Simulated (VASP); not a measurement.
# Ru (Fd-3m) in VASP: further runs

Runs on Ru. Level: PBEsol. Tasks: single point.

Program: VASP 6.6.1. These are calculated values, not measurements. Logs are shortened: lines on timing, memory, paths and dates and some standing lists are left out, and cuts for length are marked.

### 1 The cell of the first run

It takes space group Fd-3m (No. 227, cubic). Conventional cell: a = 4.328 Å, b = 4.328 Å, c = 4.328 Å, α = 90.00°, β = 90.00°, γ = 90.00°. Within 2.5 Å of Ru (site symmetry -43m) lie 4 Ru at 1.87 Å.

### 2 Single point, PBEsol

Input file INCAR:

```
SYSTEM = Ru
PREC = Accurate
ENCUT = 520
EDIFF = 1E-6
ISMEAR = -1
SIGMA = 0.1
LREAL = .False.
LASPH = .True.
NELM = 80
ALGO = Normal
ISIF = 2
LWAVE = .False.
LCHARG = .False.
GGA = PS
NBANDS = 21
```

Input file KPOINTS:

```
regular mesh
0
Gamma
  15 15 15
  0 0 0
```

Input file POSCAR:

```
Ru
1.0
    0.0000000000      2.1642288801      2.1642288801
    2.1642288801      0.0000000000      2.1642288801
    2.1642288801      2.1642288801      0.0000000000
Ru
2
Direct
   -0.1250000000     -0.1250000000     -0.1250000000
    0.1250000000      0.1250000000      0.1250000000
```

Potentials or basis: VASP PAW PBE potentials, release 64 (Ru_pv).

Started as:

```
> cat potpaw_PBE.64/Ru_pv/POTCAR > POTCAR
> mpirun -np 1 vasp_std > vasp.out
```

OUTCAR:

```text
SYSTEM = Ru
   PREC = Accurate
   ENCUT = 520
   EDIFF = 1E-6
   ISMEAR = -1
   LREAL = .False.
   LASPH = .True.
   NELM = 80
   ISIF = 2
   GGA = PS

 ion  position               nearest neighbor table
   1  0.875  0.875  0.875-   2 1.87   2 1.87   2 1.87   2 1.87
   2  0.125  0.125  0.125-   1 1.87   1 1.87   1 1.87   1 1.87

  LATTYP: Found a face centered cubic cell.
 ALAT       =     4.3284577602

  Lattice vectors:

 A1 = (   0.0000000000,   2.1642288801,   2.1642288801)
 A2 = (   2.1642288801,   0.0000000000,   2.1642288801)
 A3 = (   2.1642288801,   2.1642288801,   0.0000000000)

Analysis of symmetry for initial positions (statically):
=====================================================================
 Subroutine PRICEL returns:
 Original cell was already a primitive cell.

 Routine SETGRP: Setting up the symmetry group for a
 face centered cubic supercell.

 Subroutine GETGRP returns: Found 48 space group operations
 (whereof 12 operations were pure point group operations)
 out of a pool of 48 trial point group operations.

The static configuration has the point symmetry D_3d.
 The point group associated with its full space group is O_h .

Analysis of symmetry for dynamics (positions and initial velocities):
=====================================================================
 Subroutine PRICEL returns:
 Original cell was already a primitive cell.

 Routine SETGRP: Setting up the symmetry group for a
 face centered cubic supercell.

 Subroutine GETGRP returns: Found 48 space group operations
 (whereof 12 operations were pure point group operations)
 out of a pool of 48 trial point group operations.

The dynamic configuration has the point symmetry D_3d.
 The point group associated with its full space group is O_h .

 Subroutine INISYM returns: Found 48 space group operations
 (whereof 12 operations are pure point group operations),
 and found     1 'primitive' translations

----------------------------------------------------------------------------------------

                                     Primitive cell

  volume of cell :      20.2740

  direct lattice vectors                    reciprocal lattice vectors
     0.000000000  2.164228880  2.164228880    -0.231029169  0.231029169  0.231029169
     2.164228880  0.000000000  2.164228880     0.231029169 -0.231029169  0.231029169
     2.164228880  2.164228880  0.000000000     0.231029169  0.231029169 -0.231029169

  length of vectors
     3.060681834  3.060681834  3.060681834     0.400154259  0.400154259  0.400154259

  position of ions in fractional coordinates (direct lattice)
     0.875000000  0.875000000  0.875000000
     0.125000000  0.125000000  0.125000000

  ion indices of the primitive-cell ions
   primitive index   ion index
                 1           1
                 2           2

----------------------------------------------------------------------------------------

 KPOINTS: regular mesh

Automatic generation of k-mesh.
 Grid dimensions read from file:
 generate k-points for:   15   15   15

 Generating k-lattice:

  Cartesian coordinates                     Fractional coordinates (reciprocal lattice)
    -0.015401945  0.015401945  0.015401945     0.066666667  0.000000000  0.000000000
     0.015401945 -0.015401945  0.015401945     0.000000000  0.066666667  0.000000000
     0.015401945  0.015401945 -0.015401945     0.000000000  0.000000000  0.066666667

  Length of vectors
     0.026676951  0.026676951  0.026676951

  Shift w.r.t. Gamma in fractional coordinates (k-lattice)
     0.000000000  0.000000000  0.000000000

 Subroutine IBZKPT returns following result:
 ===========================================

 Found    120 irreducible k-points:

 Following reciprocal coordinates:
            Coordinates               Weight
  0.000000  0.000000  0.000000      1.000000
  0.066667  0.000000  0.000000      8.000000
  0.133333  0.000000  0.000000      8.000000
  0.200000  0.000000  0.000000      8.000000
  0.266667  0.000000  0.000000      8.000000
  0.333333  0.000000  0.000000      8.000000
[... 16 lines left out ...]
  0.133333  0.133333  0.000000      6.000000
  0.200000  0.133333  0.000000     24.000000
 [... further k-points ...]
   k-points           NKPTS =    120   k-points in BZ     NKDIM =    120   number of bands    NBANDS=     21
   number of dos      NEDOS =    301   number of ions     NIONS =      2
   total plane-waves  NPLWV =  13824
   dimension x,y,z NGX =    24 NGY =   24 NGZ =   24
   dimension x,y,z NGXF=    48 NGYF=   48 NGZF=   48
   ions per type =               2
   NGX,Y,Z   is equivalent  to a cutoff of  13.04, 13.04, 13.04 a.u.
   NGXF,Y,Z  is equivalent  to a cutoff of  26.07, 26.07, 26.07 a.u.
 SYSTEM =  Ru
   PREC   = accura    normal or accurate (medium, high low for compatibility)
   ISTART =      0    job   : 0-new  1-cont  2-samecut
   ICHARG =      2    charge: 1-file 2-atom 10-const
   ISPIN  =      1    spin polarized calculation?
   LNONCOLLINEAR =      F non collinear calculations
   LSORBIT =      F    spin-orbit coupling
   LASPH  =      T    aspherical Exc in radial PAW
   ENCUT  =  520.0 eV  38.22 Ry    6.18 a.u.   5.69  5.69  5.69*2*pi/ulx,y,z
   NELM   =     80;   NELMIN=  2; NELMDL= -5     # of ELM steps
   EDIFF  = 0.1E-05   stopping-criterion for ELM
   LREAL  =      F    real-space projection
   EDIFFG = 0.1E-04   stopping-criterion for IOM
   NSW    =      0    number of steps for IOM
   IBRION =     -1    ionic relax: 0-MD 1-quasi-New 2-CG
   NFREE  =      0    steps in history (QN), initial steepest desc. (CG)
   ISIF   =      2    stress and relaxation
   ISYM   =      2    0-nonsym 1-usesym 2-fastsym
   POTIM  = 0.5000    time-step for ionic-motion
   TEBEG  =    0.0;   TEEND  =   0.0 temperature during run
   PSTRESS=    0.0 pullay stress
   NELECT =      28.0000    total number of electrons
   NUPDOWN=      -1.0000    fix difference up-down
   EMIN   =  10.00;   EMAX   =-10.00  energy-range for DOS
   EFERMI =   0.00;   METHOD = LEGACY
   ISMEAR =    -1;   SIGMA  =   0.10  broadening in eV -4-tet -1-fermi 0-gaus
   EFERMI_NEDOS =   21; number of points for ismear=-14 and -15
   IALGO  =     38    algorithm
   IMIX   =      4    mixing-type and parameters
     AMIX     =   0.40;   BMIX     =  1.00
     AMIX_MAG =   1.60;   BMIX_MAG =  1.00
  volume/ion in A,a.u.               =      10.14        68.41
  Fermi-wavevector in a.u.,A,eV,Ry     =   1.823116  3.445190 45.222395  3.323752
  Thomas-Fermi vector in A             =   2.879129
   LORBIT       =      0    0 simple, 1 ext, 2 COOP (PROOUT), +10 PAW based schemes
   GGA     = PS    functional components
   LHFCALC =     F    Hartree Fock is set to
   AEXX    =    0.0000 exact exchange contribution
   IVDW    =     0    specifies the selected vdW correction
   LEPSILON=     F    determine dielectric tensor
   LRPA    =     F    only Hartree local field effects (RPA)
 non-spin polarized calculation
  energy-cutoff  :      520.00
  volume of cell :       20.27
 maximum number of plane-waves:       560
   NGX = 11   NGY = 11   NGZ = 11

 number of electron      28.0000009 magnetization

 Free energy of the ion-electron system (eV)
  ---------------------------------------------------
  ext. energy  EPLUGINS =         0.00000000
  ---------------------------------------------------
  free energy    TOTEN  =        -0.18093224 eV

  energy without entropy =       -0.14008075  energy(sigma->0) =       -0.16050650

 E-fermi :  19.2072     XC(G=0): -15.6712

 val. band max:       19.1773222446   @ k =   0.2667   0.1333   0.0000
 cond. band min:      19.2286982049   @ k =   0.3333   0.1333   0.0667
 fundamental gap:      0.0513759603
 Fermi energy:        19.2071697711

 k-point     1 :       0.0000    0.0000    0.0000
  band No.  band energies     occupation
      1     -27.9896      2.00000
      2     -27.9896      2.00000
      3     -27.9896      2.00000
      4     -23.5191      2.00000
      5     -23.5191      2.00000
      6     -23.5191      2.00000
[... 13 lines left out ...]
     20      32.5998      0.00000
     21      33.6624      0.00000

 k-point     2 :       0.0667    0.0000    0.0000
  band No.  band energies     occupation
      1     -28.0188      2.00000
      2     -28.0188      2.00000
      3     -27.9903      2.00000
      4     -23.5007      2.00000
      5     -23.4798      2.00000
      6     -23.4798      2.00000
[... 13 lines left out ...]
     20      31.8188      0.00000
     21      33.7217      0.00000

 k-point     3 :       0.1333    0.0000    0.0000
  band No.  band energies     occupation
      1     -28.0988      2.00000
      2     -28.0988      2.00000
      3     -27.9941      2.00000
      4     -23.4456      2.00000
      5     -23.3713      2.00000
      6     -23.3713      2.00000
[... 13 lines left out ...]
     20      31.1937      0.00000
     21      33.9246      0.00000

 k-point     4 :       0.2000    0.0000    0.0000
  band No.  band energies     occupation
      1     -28.2104      2.00000
      2     -28.2104      2.00000
      3     -28.0046      2.00000
      4     -23.3555      2.00000
      5     -23.2177      2.00000
      6     -23.2177      2.00000
[... 13 lines left out ...]
     20      30.9561      0.00000
     21      34.3215      0.00000

 k-point     5 :       0.2667    0.0000    0.0000
  band No.  band energies     occupation
      1     -28.3307      2.00000
      2     -28.3307      2.00000
      3     -28.0236      2.00000
      4     -23.2395      2.00000
      5     -23.0491      2.00000
      6     -23.0491      2.00000
[... 13 lines left out ...]
     20      30.8249      0.00000
     21      34.0890      0.00000
[... 382 lines left out ...]
     20      31.0772      0.00000
     21      34.0250      0.00000

 k-point    22 :      -0.0667    0.0667    0.0000
  band No.  band energies     occupation
      1     -28.1215      2.00000
      2     -28.0397      2.00000
      3     -27.9581      2.00000
      4     -23.5112      2.00000
      5     -23.4501      2.00000
      6     -23.3463      2.00000
[... 13 lines left out ...]
     20      31.3565      0.00000
     21      33.7703      0.00000

 k-point    23 :       0.1333    0.1333    0.0000
  band No.  band energies     occupation
      1     -28.2323      2.00000
      2     -28.2323      2.00000
      3     -27.7663      2.00000
      4     -23.7132      2.00000
      5     -23.1932      2.00000
      6     -23.1932      2.00000
[... 13 lines left out ...]
     20      30.7019      0.00000
     21      34.0627      0.00000

 k-point    24 :       0.2000    0.1333    0.0000
  band No.  band energies     occupation
      1     -28.3520      2.00000
      2     -28.3489      2.00000
      3     -27.6696      2.00000
      4     -23.7784      2.00000
      5     -23.0318      2.00000
      6     -23.0280      2.00000
[... 13 lines left out ...]
     20      30.5492      0.00000
     21      34.0308      0.00000

 [... further k-points ...]

------------------------ aborting loop because EDIFF is reached ----------------------------------------

  FORCE on cell =-STRESS in cart. coord.  units (eV):
  Direction    XX          YY          ZZ          XY          YZ          ZX
  --------------------------------------------------------------------------------------
  -------------------------------------------------------------------------------------
  Total       65.3642915     65.3642915     65.3642915      0.0000000      0.0000000      0.0000000
  in kB     5165.4906589   5165.4906589   5165.4906589      0.0000000      0.0000000      0.0000000
  external PRESSURE =    5165.4906589 kB  Pullay stress =       0.0000000 kB

 VOLUME and BASIS-vectors are now :
 -----------------------------------------------------------------------------
  energy-cutoff  :      520.00
  volume of cell :       20.27
      direct lattice vectors                 reciprocal lattice vectors
     0.000000000  2.164228880  2.164228880    -0.231029169  0.231029169  0.231029169
     2.164228880  0.000000000  2.164228880     0.231029169 -0.231029169  0.231029169
     2.164228880  2.164228880  0.000000000     0.231029169  0.231029169 -0.231029169

 POSITION                                       TOTAL-FORCE (eV/Angst)
 -----------------------------------------------------------------------------------
      3.78740      3.78740      3.78740        -0.000000     -0.000000     -0.000000
      0.54106      0.54106      0.54106         0.000000      0.000000      0.000000
 -----------------------------------------------------------------------------------
    total drift:                                0.000000      0.000000      0.000000

  FREE ENERGIE OF THE ION-ELECTRON SYSTEM (eV)
  ---------------------------------------------------
  free  energy   TOTEN  =        -0.1809322427 eV

  energy  without entropy=       -0.1400807523  energy(sigma->0) =       -0.16050650
```

Wall time 95 s (1 thread of AMD EPYC 7R13, shared host); peak memory 0.14 GiB.

What came out:

* Free energy: -0.1809 eV
* Pressure: 516.5 GPa
* Band gap on the k mesh: zero (band 14 reaches 20.50 eV, above the bottom of band 15 at 18.46 eV)

Levels at points of the mesh, in eV from the Fermi level:
```csv
k point,band 11,band 12,band 13,band 14,band 15,band 16,band 17,band 18
"(0.00, 0.00, 0.00)",-6.03,-6.03,-0.39,-0.39,-0.39,5.18,5.18,10.31
```

Caveat: the PAW data sets were made with another functional, which shifts forces and pressure a little.

### 3 Single point, PBEsol

Input file INCAR:

```
PREC = Accurate ; ENCUT = 520
EDIFF = 1E-7 ; ISMEAR = -1
SIGMA = 0.1 ; LREAL = False
LASPH = True ; NELM = 80
ALGO = Normal ; ISIF = 2
LWAVE = False ; LCHARG = True
GGA = PS ; LELF = True
LVHAR = True ; NBANDS = 21
```

Input file KPOINTS:

```
regular mesh
0
Gamma
  15 15 15
```

Input file POSCAR:

```
Ru
1.0
    0.0000000000      2.1636410483      2.1636410483
    2.1636410483      0.0000000000      2.1636410483
    2.1636410483      2.1636410483      0.0000000000
Ru
2
Direct
   -0.1250000000     -0.1250000000     -0.1250000000
    0.1250000000      0.1250000000      0.1250000000
```

Potentials or basis: VASP PAW PBE potentials, release 64 (Ru_pv).

Started as:

```
> cat potpaw_PBE.64/Ru_pv/POTCAR > POTCAR
> mpirun -np 1 vasp_std > vasp.out
```

It took 1.8 min on 1 thread of AMD EPYC 7R13, shared host; peak memory 0.14 GiB.

Results (log left out):

```
Free energy            : -0.1276 eV
Pressure               : 518.0 GPa
Band gap on the k mesh : zero (band 14 reaches 20.52 eV, above the bottom of band 15 at 18.48 eV)
```

Levels at points of the mesh, in eV from the Fermi level:
| k point | band 12 | band 13 | band 14 | band 15 | band 16 | band 17 |
| --- | --- | --- | --- | --- | --- | --- |
| (0.00, 0.00, 0.00) | -6.04 | -0.39 | -0.39 | -0.39 | 5.18 | 5.18 |

Caveat: the PAW data sets were made with another functional, which shifts forces and pressure a little.
